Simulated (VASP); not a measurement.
# MgO (Periclase) (Fm-3m) in VASP: a series of runs

Runs on MgO (Periclase). Level: PBE. Tasks: relaxation of cell and atoms, single point.

All numbers are computed with VASP 6.6.1; they aren't measurements. Logs are shortened: lines on timing, memory, paths and dates and some standing lists are left out, and cuts for length are marked.

### Step 1. The cell of the first run

It takes space group Fm-3m (No. 225, cubic). The conventional cell has a = 4.149 Å, b = 4.149 Å, c = 4.149 Å, α = 90.00°, β = 90.00°, γ = 90.00°. Within 2.7 Å of Mg (site symmetry m-3m) lie 6 O at 2.07 Å. O (site symmetry m-3m) has 6 Mg at 2.07 Å within 2.7 Å.

### Step 2. Relaxation of cell and atoms, PBE, target pressure 13.3 GPa, at which the enthalpy is minimised

File INCAR:

```
SYSTEM = MgO
PREC     = Accurate       ! precision mode
ENCUT    = 600            ! plane-wave cutoff, eV
EDIFF    = 1E-7           ! SCF threshold, eV
ISMEAR   = 0              ! smearing method
SIGMA    = 0.01           ! smearing width, eV
LREAL    = .False.        ! projectors in reciprocal space
LASPH    = .True.         ! aspherical terms in the spheres
NELM     = 120            ! most SCF steps
ALGO     = Normal         ! electronic algorithm
ISIF     = 3              ! what is computed and relaxed
LWAVE    = .False.        ! write WAVECAR
LCHARG   = .False.        ! write CHGCAR
GGA      = PE             ! functional
IBRION   = 2              ! ionic algorithm
NSW      = 80             ! ionic steps
EDIFFG   = -0.002         ! ionic threshold
PSTRESS  = 133.0        
GGA_COMPAT= .False.      
NELMIN   = 4
```

File KPOINTS:

```
Automatic mesh
0
Gamma
  10 10 10
  0 0 0
```

File POSCAR:

```
MgO
1.0
    0.0000000000      2.0745254880      2.0745254880
    2.0745254880      0.0000000000      2.0745254880
    2.0745254880      2.0745254880      0.0000000000
Mg O
1 1
Direct
    0.0000000000      0.0000000000      0.0000000000
    0.5000000000      0.5000000000      0.5000000000
```

Potentials or basis: VASP PAW PBE potentials, release 64 (Mg, O).

On the command line:

```sh
$ cat potpaw_PBE.64/Mg/POTCAR potpaw_PBE.64/O/POTCAR > POTCAR
$ mpirun -np 1 vasp_std > vasp.out
```

OUTCAR:

```text
SYSTEM = MgO
   PREC = Accurate
   ENCUT = 600
   EDIFF = 1E-7
   ISMEAR = 0
   LREAL = .False.
   LASPH = .True.
   NELM = 120
   ISIF = 3
   GGA = PE
   IBRION = 2
   NSW = 80
   EDIFFG = -0.002
   PSTRESS = 133.0
   NELMIN = 4

 ion  position               nearest neighbor table
   1  0.000  0.000  0.000-   2 2.07   2 2.07   2 2.07   2 2.07   2 2.07   2 2.07
   2  0.500  0.500  0.500-   1 2.07   1 2.07   1 2.07   1 2.07   1 2.07   1 2.07

  LATTYP: Found a face centered cubic cell.
 ALAT       =     4.1490509760

  Lattice vectors:

 A1 = (   0.0000000000,   2.0745254880,   2.0745254880)
 A2 = (   2.0745254880,   0.0000000000,   2.0745254880)
 A3 = (   2.0745254880,   2.0745254880,   0.0000000000)

Analysis of symmetry for initial positions (statically):
=====================================================================
 Subroutine PRICEL returns:
 Original cell was already a primitive cell.

 Routine SETGRP: Setting up the symmetry group for a
 face centered cubic supercell.

 Subroutine GETGRP returns: Found 48 space group operations
 (whereof 48 operations were pure point group operations)
 out of a pool of 48 trial point group operations.

The static configuration has the point symmetry O_h .

Analysis of symmetry for dynamics (positions and initial velocities):
=====================================================================
 Subroutine PRICEL returns:
 Original cell was already a primitive cell.

 Routine SETGRP: Setting up the symmetry group for a
 face centered cubic supercell.

 Subroutine GETGRP returns: Found 48 space group operations
 (whereof 48 operations were pure point group operations)
 out of a pool of 48 trial point group operations.

The dynamic configuration has the point symmetry O_h .

 Subroutine INISYM returns: Found 48 space group operations
 (whereof 48 operations are pure point group operations),
 and found     1 'primitive' translations

----------------------------------------------------------------------------------------

                                     Primitive cell

  volume of cell :      17.8561

  direct lattice vectors                    reciprocal lattice vectors
     0.000000000  2.074525488  2.074525488    -0.241018972  0.241018972  0.241018972
     2.074525488  0.000000000  2.074525488     0.241018972 -0.241018972  0.241018972
     2.074525488  2.074525488  0.000000000     0.241018972  0.241018972 -0.241018972
[... 90 lines left out ...]
   ISIF   =      3    stress and relaxation
   ISYM   =      2    0-nonsym 1-usesym 2-fastsym
   POTIM  = 0.5000    time-step for ionic-motion
   TEBEG  =    0.0;   TEEND  =   0.0 temperature during run
   PSTRESS=  133.0 pullay stress
   NELECT =       8.0000    total number of electrons
   NUPDOWN=      -1.0000    fix difference up-down
   EMIN   =  10.00;   EMAX   =-10.00  energy-range for DOS
   EFERMI =   0.00;   METHOD = LEGACY
   ISMEAR =     0;   SIGMA  =   0.01  broadening in eV -4-tet -1-fermi 0-gaus
   EFERMI_NEDOS =   21; number of points for ismear=-14 and -15
   IALGO  =     38    algorithm
   IMIX   =      4    mixing-type and parameters
     AMIX     =   0.40;   BMIX     =  1.00
     AMIX_MAG =   1.60;   BMIX_MAG =  1.00
  volume/ion in A,a.u.               =       8.93        60.25
  Fermi-wavevector in a.u.,A,eV,Ry     =   1.252687  2.367236 21.350613  1.569226
  Thomas-Fermi vector in A             =   2.386576
   LORBIT       =      0    0 simple, 1 ext, 2 COOP (PROOUT), +10 PAW based schemes
   GGA     = PE    functional components
   LHFCALC =     F    Hartree Fock is set to
   AEXX    =    0.0000 exact exchange contribution
   IVDW    =     0    specifies the selected vdW correction
   LEPSILON=     F    determine dielectric tensor
   LRPA    =     F    only Hartree local field effects (RPA)
 conjugate gradient relaxation of ions
 non-spin polarized calculation
 Gauss-broadening in eV      SIGMA  =   0.01
  energy-cutoff  :      600.00
  volume of cell :       17.86
 maximum number of plane-waves:       610
   NGX = 11   NGY = 11   NGZ = 11

--------------------------------------- Ionic step        1  -------------------------------------------

 number of electron       7.9999999 magnetization

 Free energy of the ion-electron system (eV)
  ---------------------------------------------------
  ext. energy  EPLUGINS =         0.00000000
  ---------------------------------------------------
  free energy    TOTEN  =       -11.86700781 eV

  energy without entropy =      -11.86700781  energy(sigma->0) =      -11.86700781

------------------------ aborting loop because EDIFF is reached ----------------------------------------

  FORCE on cell =-STRESS in cart. coord.  units (eV):
  Direction    XX          YY          ZZ          XY          YZ          ZX
  --------------------------------------------------------------------------------------
  -------------------------------------------------------------------------------------
  Total        1.3380335      1.3380335      1.3380335      0.0000000      0.0000000      0.0000000
  in kB      120.0580427    120.0580427    120.0580427      0.0000000      0.0000000      0.0000000
  external PRESSURE =     -12.9419573 kB  Pullay stress =     133.0000000 kB
[... 63 lines left out ...]
--------------------------------------- Ionic step        3  -------------------------------------------

 number of electron       7.9999998 magnetization

 Free energy of the ion-electron system (eV)
  ---------------------------------------------------
  ext. energy  EPLUGINS =         0.00000000
  ---------------------------------------------------
  free energy    TOTEN  =       -11.85822743 eV

  energy without entropy =      -11.85822743  energy(sigma->0) =      -11.85822743

 E-fermi :   3.6416     XC(G=0): -11.3247

 val. band max:        3.5817439438   @ k =   0.0000   0.0000   0.0000
 cond. band min:       8.8274862449   @ k =   0.0000   0.0000   0.0000
 fundamental gap:      5.2457423011
 Fermi energy:         3.6415688329

 k-point     1 :       0.0000    0.0000    0.0000
  band No.  band energies     occupation
      1     -13.9528      2.00000
      2       3.5817      2.00000
      3       3.5817      2.00000
      4       3.5817      2.00000
      5       8.8275      0.00000
      6      19.6753      0.00000
      7      19.6753      0.00000
      8      19.6753      0.00000
[... 243 lines left out ...]
 k-point    24 :       0.4000    0.3000    0.0000
  band No.  band energies     occupation
      1     -12.5945      2.00000
      2      -0.1639      2.00000
      3       2.2034      2.00000
      4       2.4351      2.00000
      5      13.5864      0.00000
      6      14.0179      0.00000
      7      17.7458      0.00000
      8      22.4498      0.00000

 [... further k-points ...]
[... 5 lines left out ...]
  --------------------------------------------------------------------------------------
  -------------------------------------------------------------------------------------
  Total        1.4726470      1.4726470      1.4726470      0.0000000      0.0000000      0.0000000
  in kB      132.9641102    132.9641102    132.9641102      0.0000000      0.0000000      0.0000000
  external PRESSURE =      -0.0358898 kB  Pullay stress =     133.0000000 kB
[... 21 lines left out ...]
  energy  without entropy=      -11.8582274318  energy(sigma->0) =      -11.85822743

  enthalpy is  TOTEN    =       -10.3851829350 eV   P V=        1.4730444968

 reached required accuracy - stopping structural energy minimisation
```

It took 12 s on 1 thread of Intel Xeon Platinum 8488C (Sapphire Rapids), shared host; peak memory 0.14 GiB.

What came out:

```yaml
Free_energy: -11.8582 eV
Relaxed_volume: 8.87 Å³/atom
Relaxed_cell: a = 2.928 Å, b = 2.928 Å, c = 2.928 Å, α = 60.00°, β = 60.00°, γ = 60.00°
Space_group_after_relaxing_to_0.05_Å: Fm-3m (No. 225)
Energy_change_on_relaxing_the_enthalpy_is_what_falls: +4.4 meV/atom
Ionic_steps: 3
Pressure_after_relaxing: 13.3 GPa
Band_gap_on_the_k_mesh: 5.25 eV, direct
```

The path:
| step | energy change (eV) | largest force (eV/Å) | pressure (GPa) | volume (Å³) |
| --- | --- | --- | --- | --- |
| 1 | 0.0000 | 0.0000 | 12.01 | 17.86 |
| 2 | 0.0152 | 0.0000 | 14.16 | 17.67 |
| 3 | 0.0088 | 0.0000 | 13.30 | 17.74 |

Final structure:
```cif
data_structure
_symmetry_space_group_name_H-M 'P 1'
_symmetry_Int_Tables_number 1
_cell_length_a 2.9277
_cell_length_b 2.9277
_cell_length_c 2.9277
_cell_angle_alpha 60.000
_cell_angle_beta 60.000
_cell_angle_gamma 60.000
_cell_volume 17.74
loop_
_atom_site_label
_atom_site_type_symbol
_atom_site_fract_x
_atom_site_fract_y
_atom_site_fract_z
_atom_site_occupancy
Mg1 Mg 0.00000 0.00000 0.00000 1
O1 O 0.50000 0.50000 0.50000 1
```

Caveat: the cell is relaxed towards a set pressure, so the enthalpy falls and the energy may rise.

### Step 3. Single point, PBE

This run uses another cell than the first one, of 8.52 Å³/atom, 0.955 times its volume.

File INCAR:

```
SYSTEM = MgO
  ALGO = Normal
  EDIFF = 1E-6
  ENCUT = 600
  GGA = PE
  GGA_COMPAT = .False.
  ISIF = 2
  ISMEAR = 0
  LASPH = .True.
  LCHARG = .False.
  LREAL = .False.
  LWAVE = .False.
  NBANDS = 11
  NELM = 120
  PREC = Accurate
  SIGMA = 0.1
```

File KPOINTS:

```
k-points
0
Gamma
  8 8 8
  0 0 0
```

File POSCAR:

```
MgO
1.0
    0.0000000000      2.0426447204      2.0426447204
    2.0426447204      0.0000000000      2.0426447204
    2.0426447204      2.0426447204      0.0000000000
Mg O
1 1
Direct
    0.0000000000      0.0000000000      0.0000000000
    0.5000000000      0.5000000000      0.5000000000
```

Potentials or basis: VASP PAW PBE potentials, release 64 (Mg, O).

On the command line:

```sh
$ cat potpaw_PBE.64/Mg/POTCAR potpaw_PBE.64/O/POTCAR > POTCAR
$ mpirun -np 1 vasp_std > vasp.out
```

Wall time 3 s (1 thread of Intel Xeon 6975P-C (Granite Rapids), shared host); peak memory 0.13 GiB.

The run converged. Its results:

| Item | Value |
| --- | --- |
| Free energy | -11.7790 eV |
| Pressure | 22.2 GPa |
| Band gap on the k mesh | 5.67 eV, direct |

Levels at points of the mesh, in eV from the valence-band top:
| k point | band 1 | band 2 | band 3 | band 4 | band 5 | band 6 | band 7 | band 8 |
| --- | --- | --- | --- | --- | --- | --- | --- | --- |
| (0.00, 0.00, 0.00) | -17.76 | 0.00 | 0.00 | 0.00 | 5.67 | 16.32 | 16.32 | 16.32 |
| (0.50, 0.00, 0.00) | -16.23 | -5.04 | -0.76 | -0.76 | 8.50 | 13.67 | 17.28 | 17.28 |
| (0.50, 0.50, 0.00) | -15.94 | -4.47 | -1.48 | -1.48 | 9.21 | 11.01 | 14.11 | 20.42 |

A hybrid or GW would open this gap; PBE tends to underestimate it.

### Step 4. Single point, PBE

This run uses another cell than the first one, of 8.52 Å³/atom, 0.955 times its volume.

File INCAR:

```
PREC = Accurate
ENCUT = 600
EDIFF = 1E-6
ISMEAR = 0
SIGMA = 0.1
LREAL = F
LASPH = T
NELM = 120
ALGO = Normal
ISIF = 2
LWAVE = F
LCHARG = F
GGA = PE
NBANDS = 11
GGA_COMPAT = F
```

File KPOINTS:

```
regular mesh
0
Gamma
  8 8 8
```

POSCAR is that of step 3.

On the command line:

```sh
$ cat potpaw_PBE.64/Mg/POTCAR potpaw_PBE.64/O/POTCAR > POTCAR
$ mpirun -np 1 vasp_std > vasp.out
```

Run time: 2.8 s. Hardware: 1 thread of Intel Xeon 6975P-C (Granite Rapids), shared host; peak memory 0.13 GiB.

Results (log left out):

* Free energy: -11.7790 eV
* Pressure: 22.2 GPa
* Band gap on the k mesh: 5.67 eV, direct

Levels at points of the mesh, in eV from the valence-band top:
```csv
k point,band 1,band 2,band 3,band 4,band 5,band 6,band 7,band 8
"(0.00, 0.00, 0.00)",-17.76,0.00,0.00,0.00,5.67,16.32,16.32,16.32
"(0.50, 0.00, 0.00)",-16.23,-5.04,-0.76,-0.76,8.50,13.67,17.28,17.28
"(0.50, 0.50, 0.00)",-15.94,-4.47,-1.48,-1.48,9.21,11.01,14.11,20.42
```

Expect the measured gap to be larger: semilocal functionals such as PBE lack the derivative discontinuity.
